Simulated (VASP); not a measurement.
# V (I4/mmm) in VASP: further runs, part 2 of 2

VASP 6.6.1.

### Step 4. Single point, PBE

This run uses another cell than the first one, of the same volume but with other edges.

INCAR reads:

```
PREC     = Accurate       # precision mode
ENCUT    = 520            # plane-wave cutoff, eV
EDIFF    = 1E-6           # SCF threshold, eV
ISMEAR   = 0              # smearing method
SIGMA    = 0.15           # smearing width, eV
LREAL    = F              # projectors in reciprocal space
LASPH    = T              # aspherical terms in the spheres
NELM     = 80             # most SCF steps
ALGO     = Fast           # electronic algorithm
ISIF     = 2              # what is computed and relaxed
LWAVE    = F              # write WAVECAR
LCHARG   = T              # write CHGCAR
GGA      = PE             # functional
LELF     = T              # ELF
LVHAR    = T            
NBANDS   = 12             # bands
```

KPOINTS reads:

```
Automatic mesh
0
Gamma
  24 24 24
```

POSCAR reads:

```
V
1.0
    0.0000000000      1.9484081545      1.7925355022
    1.9484081545      0.0000000000      1.7925355022
    1.9484081545      1.9484081545      0.0000000000
V
1
Direct
    0.0000000000      0.0000000000      0.0000000000
```

Potentials or basis: VASP PAW PBE potentials, release 64 (V_sv).

Launch:

```console
cat potpaw_PBE.64/V_sv/POTCAR > POTCAR
mpirun -np 1 vasp_std > vasp.out
```

OUTCAR:

```text
PREC = Accurate
   ENCUT = 520
   EDIFF = 1E-6
   ISMEAR = 0
   LREAL = F
   LASPH = T
   NELM = 80
   ISIF = 2
   GGA = PE

 ion  position               nearest neighbor table
   1  0.000  0.000  0.000-

  LATTYP: Found a body centered tetragonal cell.
 ALAT       =     2.7554652371
 C/A-ratio  =     1.3010764774

  Lattice vectors:

 A1 = (   0.0000000000,  -1.9484081545,  -1.7925355022)
 A2 = (   0.0000000000,   1.9484081545,  -1.7925355022)
 A3 = (   1.9484081545,   0.0000000000,   1.7925355022)

Analysis of symmetry for initial positions (statically):
=====================================================================
 Subroutine PRICEL returns:
 Original cell was already a primitive cell.

 Routine SETGRP: Setting up the symmetry group for a
 body centered tetragonal supercell.

 Subroutine GETGRP returns: Found 16 space group operations
 (whereof 16 operations were pure point group operations)
 out of a pool of 16 trial point group operations.

The static configuration has the point symmetry D_4h.

Analysis of symmetry for dynamics (positions and initial velocities):
=====================================================================
 Subroutine PRICEL returns:
 Original cell was already a primitive cell.

 Routine SETGRP: Setting up the symmetry group for a
 body centered tetragonal supercell.

 Subroutine GETGRP returns: Found 16 space group operations
 (whereof 16 operations were pure point group operations)
 out of a pool of 16 trial point group operations.

The dynamic configuration has the point symmetry D_4h.

 Subroutine INISYM returns: Found 16 space group operations
 (whereof 16 operations are pure point group operations),
 and found     1 'primitive' translations

----------------------------------------------------------------------------------------

                                     Primitive cell

  volume of cell :      13.6100

[... 113 lines left out ...]
   AEXX    =    0.0000 exact exchange contribution
   IVDW    =     0    specifies the selected vdW correction
   LEPSILON=     F    determine dielectric tensor
   LRPA    =     F    only Hartree local field effects (RPA)
 non-spin polarized calculation
 RMM-DIIS sequential band-by-band and
 Gauss-broadening in eV      SIGMA  =   0.15
  energy-cutoff  :      520.00
  volume of cell :       13.61
 maximum number of plane-waves:       379
   NGX =  9   NGY =  9   NGZ = 11

 number of electron      13.0000011 magnetization

 Free energy of the ion-electron system (eV)
  ---------------------------------------------------
  ext. energy  EPLUGINS =         0.00000000
  ---------------------------------------------------
  free energy    TOTEN  =        -8.80432121 eV

  energy without entropy =       -8.78532092  energy(sigma->0) =       -8.79482106

 E-fermi :   9.8357     XC(G=0): -12.8490

 val. band max:        9.8351111218   @ k =  -0.3750   0.0000   0.0833
 cond. band min:       9.8377862543   @ k =   0.4167   0.0833   0.0000
 fundamental gap:      0.0026751325
 Fermi energy:         9.8356519774

 k-point     1 :       0.0000    0.0000    0.0000
  band No.  band energies     occupation
      1     -54.1469      2.00000
      2     -27.4746      2.00000
      3     -27.4684      2.00000
      4     -27.4684      2.00000
      5       3.0178      2.00000
      6       9.8675      0.76399
      7       9.8675      0.76398
      8      10.5712      0.00000
      9      11.4297      0.00000
     10      12.1938      0.00000
     11      27.7772      0.00000
     12      32.1265      0.00000
[... 331 lines left out ...]
 k-point    24 :       0.4583    0.0417    0.0000
  band No.  band energies     occupation
      1     -53.9713      2.00000
      2     -28.3174      2.00000
      3     -27.6291      2.00000
      4     -27.5401      2.00000
      5       6.5366      2.00000
      6       9.6173      1.96049
      7      10.2210      0.00028
      8      10.5375      0.00000
      9      12.9338      0.00000
     10      13.1914      0.00000
     11      19.5295      0.00000
     12      26.7374      0.00000

 [... further k-points ...]

------------------------ aborting loop because EDIFF is reached ----------------------------------------

  FORCE on cell =-STRESS in cart. coord.  units (eV):
  Direction    XX          YY          ZZ          XY          YZ          ZX
  --------------------------------------------------------------------------------------
  -------------------------------------------------------------------------------------
  Total        0.7570892      0.7570892     -0.7672052      0.0000000      0.0000000     -0.0000000
  in kB       89.1250870     89.1250870    -90.3159564      0.0000000      0.0000000     -0.0000000
  external PRESSURE =      29.3114059 kB  Pullay stress =       0.0000000 kB

 VOLUME and BASIS-vectors are now :
 -----------------------------------------------------------------------------
  energy-cutoff  :      520.00
  volume of cell :       13.61
      direct lattice vectors                 reciprocal lattice vectors
     0.000000000  1.948408155  1.792535502    -0.256619743  0.256619743  0.278934503
     1.948408155  0.000000000  1.792535502     0.256619743 -0.256619743  0.278934503
     1.948408155  1.948408155  0.000000000     0.256619743  0.256619743 -0.278934503

 POSITION                                       TOTAL-FORCE (eV/Angst)
 -----------------------------------------------------------------------------------
      0.00000      0.00000      0.00000         0.000000     -0.000000      0.000000
 -----------------------------------------------------------------------------------
    total drift:                                0.000000      0.000000      0.000000

  FREE ENERGIE OF THE ION-ELECTRON SYSTEM (eV)
  ---------------------------------------------------
  free  energy   TOTEN  =        -8.8043212074 eV

  energy  without entropy=       -8.7853209165  energy(sigma->0) =       -8.79482106
```

stdout:

```text
POSCAR found type information on POSCAR V
 POSCAR found :  1 types and       1 ions
 scaLAPACK will be used
 LDA part: xc-table for (Slater+PW92), standard interpolation
 POSCAR, INCAR and KPOINTS ok, starting setup
 FFT: planning ... GRIDC
 FFT: planning ... GRID_SOFT
 FFT: planning ... GRID
 WAVECAR not read
 entering main loop
```

Run time: 1.9 min. Hardware: 1 thread of Intel Xeon 6975P-C, shared host; peak memory 0.27 GiB.

Results:

- Free energy: -8.8043 eV
- Pressure: 2.9 GPa

Levels at points of the mesh, in eV from the Fermi level:
| k point | band 4 | band 5 | band 6 | band 7 | band 8 | band 9 |
| --- | --- | --- | --- | --- | --- | --- |
| (0.00, 0.00, 0.00) | -37.30 | -6.82 | 0.03 | 0.03 | 0.74 | 1.59 |
| (0.50, 0.00, 0.00) | -37.37 | -3.32 | -0.29 | 0.55 | 0.93 | 3.04 |
| (0.50, 0.50, 0.00) | -37.69 | -3.47 | -2.75 | 3.20 | 3.54 | 3.54 |
| (0.50, 0.00, 0.50) | -37.51 | -3.48 | -2.50 | 2.97 | 3.15 | 3.27 |

### Step 5. Single point, PBE

This run uses another cell than the first one, of the same volume but with other edges.

INCAR reads:

```
PREC = Accurate
ENCUT = 520
EDIFF = 1E-6
ISMEAR = 0
SIGMA = 0.15
LREAL = False
LASPH = True
NELM = 80
ALGO = Fast
ISIF = 2
LWAVE = False
LCHARG = False
GGA = PE
NBANDS = 12
```

KPOINTS is that of step 4.

POSCAR reads:

```
V
1.0
    0.0000000000      1.8357420352      2.0193162387
    1.8357420352      0.0000000000      2.0193162387
    1.8357420352      1.8357420352      0.0000000000
V
1
Direct
    0.0000000000      0.0000000000      0.0000000000
```

Launch:

```console
cat potpaw_PBE.64/V_sv/POTCAR > POTCAR
mpirun -np 1 vasp_std > vasp.out
```

It took 96 s on 1 thread of Intel Xeon 6975P-C, shared host; peak memory 0.27 GiB.

The run converged. Its results:

```yaml
Free_energy: -8.8100 eV
Pressure: 2.7 GPa
```

Stress tensor (GPa, compression positive):
```
-2.76  0.00  0.00
 0.00 -2.76  0.00
 0.00  0.00 13.64
```

Levels at points of the mesh, in eV from the Fermi level:
```tsv
k point	band 3	band 4	band 5	band 6	band 7	band 8	band 9	band 10
(0.00, 0.00, 0.00)	-37.29	-37.29	-6.82	-0.33	0.57	0.57	1.44	2.49
(0.50, 0.00, 0.00)	-37.48	-37.35	-3.32	-0.32	0.57	0.93	3.05	3.37
(0.50, 0.50, 0.00)	-37.51	-37.51	-3.48	-2.51	2.24	3.28	3.48	3.48
(0.50, 0.00, 0.50)	-37.74	-37.58	-3.49	-2.62	3.11	3.17	3.88	4.27
```

### Step 6. Single point, PBE

This run uses another cell than the first one, of the same volume but with other edges.

INCAR reads:

```
SYSTEM = V
  ALGO = Fast
  EDIFF = 1E-7
  ENCUT = 520
  GGA = PE
  ISIF = 2
  ISMEAR = 0
  LASPH = .TRUE.
  LCHARG = .TRUE.
  LELF = .TRUE.
  LREAL = .FALSE.
  LVHAR = .TRUE.
  LWAVE = .FALSE.
  NBANDS = 12
  NELM = 80
  PREC = Accurate
  SIGMA = 0.15
```

KPOINTS reads:

```
k-points
0
G
  24 24 24
  0 0 0
```

POSCAR reads:

```
V
1.0
    0.0000000000      2.1876177008      1.4219515055
    2.1876177008      0.0000000000      1.4219515055
    2.1876177008      2.1876177008      0.0000000000
V
1
Direct
    0.0000000000      0.0000000000      0.0000000000
```

Potentials or basis: VASP PAW PBE potentials, release 64 (V_sv).

Launch:

```console
cat potpaw_PBE.64/V_sv/POTCAR > POTCAR
mpirun -np 1 vasp_std > vasp.out
```

OUTCAR:

```text
SYSTEM = V
   EDIFF = 1E-7
   ENCUT = 520
   GGA = PE
   ISIF = 2
   ISMEAR = 0
   LASPH = .TRUE.
   LREAL = .FALSE.
   NELM = 80
   PREC = Accurate

 ion  position               nearest neighbor table
   1  0.000  0.000  0.000-

  LATTYP: Found a body centered tetragonal cell.
 ALAT       =     3.0937586218
 C/A-ratio  =     0.9192388155

  Lattice vectors:

 A1 = (   0.0000000000,  -2.1876177008,  -1.4219515055)
 A2 = (   0.0000000000,   2.1876177008,  -1.4219515055)
 A3 = (   2.1876177008,   0.0000000000,   1.4219515055)

Analysis of symmetry for initial positions (statically):
=====================================================================
 Subroutine PRICEL returns:
 Original cell was already a primitive cell.

 Routine SETGRP: Setting up the symmetry group for a
 body centered tetragonal supercell.

 Subroutine GETGRP returns: Found 16 space group operations
 (whereof 16 operations were pure point group operations)
 out of a pool of 16 trial point group operations.

The static configuration has the point symmetry D_4h.

Analysis of symmetry for dynamics (positions and initial velocities):
=====================================================================
[... 170 lines left out ...]
      5       3.0173      2.00000
      6       9.5689      1.27801
      7      10.2662      0.00000
      8      10.2662      0.00000
      9      11.5089      0.00000
     10      12.3295      0.00000
     11      29.4199      0.00000
     12      29.4199      0.00000
[... 331 lines left out ...]
 k-point    24 :       0.4583    0.0417    0.0000
  band No.  band energies     occupation
      1     -53.9500      2.00000
      2     -28.3200      2.00000
      3     -27.7448      2.00000
      4     -27.5138      2.00000
      5       6.4876      2.00000
      6       8.3095      2.00000
      7      10.8945      0.00000
      8      12.0367      0.00000
      9      12.9651      0.00000
     10      13.5345      0.00000
     11      20.1319      0.00000
     12      25.2230      0.00000

 [... further k-points ...]

------------------------ aborting loop because EDIFF is reached ----------------------------------------

  FORCE on cell =-STRESS in cart. coord.  units (eV):
  Direction    XX          YY          ZZ          XY          YZ          ZX
  --------------------------------------------------------------------------------------
  -------------------------------------------------------------------------------------
  Total       -0.3087873     -0.3087873      0.3848374      0.0000000      0.0000000      0.0000000
  in kB      -36.3506702    -36.3506702     45.3033439      0.0000000      0.0000000      0.0000000
  external PRESSURE =      -9.1326655 kB  Pullay stress =       0.0000000 kB

 VOLUME and BASIS-vectors are now :
 -----------------------------------------------------------------------------
  energy-cutoff  :      520.00
  volume of cell :       13.61
      direct lattice vectors                 reciprocal lattice vectors
     0.000000000  2.187617701  1.421951506    -0.228559131  0.228559131  0.351629432
     2.187617701  0.000000000  1.421951506     0.228559131 -0.228559131  0.351629432
     2.187617701  2.187617701  0.000000000     0.228559131  0.228559131 -0.351629432

 POSITION                                       TOTAL-FORCE (eV/Angst)
 -----------------------------------------------------------------------------------
      0.00000      0.00000      0.00000         0.000000      0.000000      0.000000
 -----------------------------------------------------------------------------------
    total drift:                               -0.000000      0.000000     -0.000000

  FREE ENERGIE OF THE ION-ELECTRON SYSTEM (eV)
  ---------------------------------------------------
  free  energy   TOTEN  =        -8.9796303446 eV

  energy  without entropy=       -8.9593708911  energy(sigma->0) =       -8.96950062
```

OSZICAR:

```text
N       E                     dE             d eps       ncg     rms          rms(c)
DAV:   1     0.911277941221E+02    0.91128E+02   -0.70479E+03 25604   0.118E+03
DAV:   2    -0.907197771773E+01   -0.10020E+03   -0.97282E+02 26028   0.331E+02
DAV:   3    -0.103704405304E+02   -0.12985E+01   -0.12942E+01 28604   0.440E+01
DAV:   4    -0.103770650903E+02   -0.66246E-02   -0.66245E-02 27512   0.334E+00
DAV:   5    -0.103771455788E+02   -0.80488E-04   -0.80489E-04 28172   0.347E-01    0.180E+01
RMM:   6    -0.899899914077E+01    0.13781E+01   -0.31590E+00 26393   0.210E+01    0.160E+00
RMM:   7    -0.898709501886E+01    0.11904E-01   -0.72160E-02 27518   0.294E+00    0.930E-01
RMM:   8    -0.897956579949E+01    0.75292E-02   -0.70017E-03 28487   0.120E+00    0.555E-02
RMM:   9    -0.897962868920E+01   -0.62890E-04   -0.78713E-04 28762   0.370E-01    0.368E-02
RMM:  10    -0.897963629667E+01   -0.76075E-05   -0.15308E-04 28641   0.194E-01    0.351E-02
RMM:  11    -0.897962973690E+01    0.65598E-05   -0.57231E-05 28509   0.103E-01    0.805E-03
RMM:  12    -0.897963004968E+01   -0.31278E-06   -0.75852E-06 29288   0.454E-02    0.239E-03
RMM:  13    -0.897963034945E+01   -0.29977E-06   -0.14012E-06 25883   0.178E-02    0.302E-03
RMM:  14    -0.897963016501E+01    0.18445E-06   -0.34793E-07 19899   0.874E-03    0.402E-03
RMM:  15    -0.897963028226E+01   -0.11725E-06   -0.41839E-08 15084   0.305E-03    0.457E-03
RMM:  16    -0.897963034462E+01   -0.62360E-07   -0.23488E-08 14523   0.226E-03
   1 F= -.89796303E+01 E0= -.89695006E+01  d E =-.202595E-01
```

stdout:

```text
POSCAR found type information on POSCAR V
 POSCAR found :  1 types and       1 ions
 scaLAPACK will be used
 LDA part: xc-table for (Slater+PW92), standard interpolation
 POSCAR, INCAR and KPOINTS ok, starting setup
 FFT: planning ... GRIDC
 FFT: planning ... GRID_SOFT
 FFT: planning ... GRID
 WAVECAR not read
 entering main loop
```

Wall time 2.4 min (1 thread of Intel Xeon 6975P-C, shared host); peak memory 0.28 GiB.

Results:

```yaml
Free_energy: -8.9796 eV
Pressure: -0.9 GPa
```

### Step 7. Single point, PBE

This run uses another cell than the first one, of the same volume but with other edges.

INCAR reads:

```
PREC = Accurate
ENCUT = 520
EDIFF = 1E-7
ISMEAR = 0
SIGMA = 0.15
LREAL = False
LASPH = True
NELM = 60
ALGO = Fast
ISIF = 2
LWAVE = False
LCHARG = False
GGA = PE
NBANDS = 12
```

KPOINTS reads:

```
regular mesh
0
Gamma
  24 24 24
```

POSCAR reads:

```
V
1.0
    0.0000000000      1.6554349807      2.4831524710
    1.6554349807      0.0000000000      2.4831524710
    1.6554349807      1.6554349807      0.0000000000
V
1
Direct
    0.0000000000      0.0000000000      0.0000000000
```

Launch:

```console
cat potpaw_PBE.64/V_sv/POTCAR > POTCAR
mpirun -np 1 vasp_std > vasp.out
```

It took 1.9 min on 1 thread of Intel Xeon 6975P-C, shared host; peak memory 0.28 GiB.

The run converged. Its results:

```
Free energy : -8.7605 eV
Pressure    : 3.1 GPa
```

Stress tensor (GPa, compression positive):
```
 14.54   0.00   0.00
  0.00  14.54   0.00
  0.00   0.00 -19.88
```

Levels at points of the mesh, in eV from the Fermi level:
| k point | band 3 | band 4 | band 5 | band 6 | band 7 | band 8 | band 9 | band 10 | band 11 | band 12 |
| --- | --- | --- | --- | --- | --- | --- | --- | --- | --- | --- |
| (0.00, 0.00, 0.00) | -36.89 | -36.89 | -6.61 | -1.86 | -0.81 | 2.19 | 2.19 | 4.01 | 15.96 | 20.55 |
| (0.50, 0.00, 0.00) | -37.47 | -36.78 | -3.14 | -1.16 | 1.60 | 1.78 | 3.18 | 3.29 | 10.15 | 13.45 |
| (0.50, 0.50, 0.00) | -36.94 | -36.94 | -3.46 | -2.47 | -0.72 | 3.47 | 3.47 | 4.14 | 7.05 | 20.12 |
| (0.50, 0.00, 0.50) | -38.10 | -37.32 | -3.75 | -1.90 | 1.52 | 2.70 | 5.50 | 7.19 | 11.70 | 14.77 |

### Step 8. The runs side by side

```tsv
cell	further INCAR settings	gap on the mesh (eV)	pressure (GPa)
a = 2.611, b = 2.611, c = 2.911 Å, angles 56.1, 56.1, 67.8°, 1 atom	ALGO = Fast; EDIFF = 1e-06; NBANDS = 12	none	-0.8
a = 2.848, b = 2.848, c = 2.456 Å, angles 64.5, 64.5, 51.1°, 1 atom	ALGO = Fast; EDIFF = 1e-06; NBANDS = 12	none	0.2
a = 2.648, b = 2.648, c = 2.755 Å, angles 58.6, 58.6, 62.7°, 1 atom	ALGO = Fast; EDIFF = 1e-06; NBANDS = 12	none	2.9
a = 2.729, b = 2.729, c = 2.596 Å, angles 61.6, 61.6, 56.8°, 1 atom	ALGO = Fast; EDIFF = 1e-06; NBANDS = 12	none	2.7
a = 2.609, b = 2.609, c = 3.094 Å, angles 53.6, 53.6, 72.7°, 1 atom	ALGO = Fast; EDIFF = 1e-07; NBANDS = 12	none	-0.9
a = 2.984, b = 2.984, c = 2.341 Å, angles 66.9, 66.9, 46.2°, 1 atom	ALGO = Fast; EDIFF = 1e-07; NBANDS = 12	none	3.1
```

Alike in all rows: task single point; level PBE; potentials or basis VASP PAW PBE potentials, release 64 (V_sv); no spin polarisation; k mesh 24 × 24 × 24; cutoff (eV) 520; smearing gaussian 0.15 eV.

Total energies depend on the potentials used, so only differences within one code and one set of settings carry meaning.
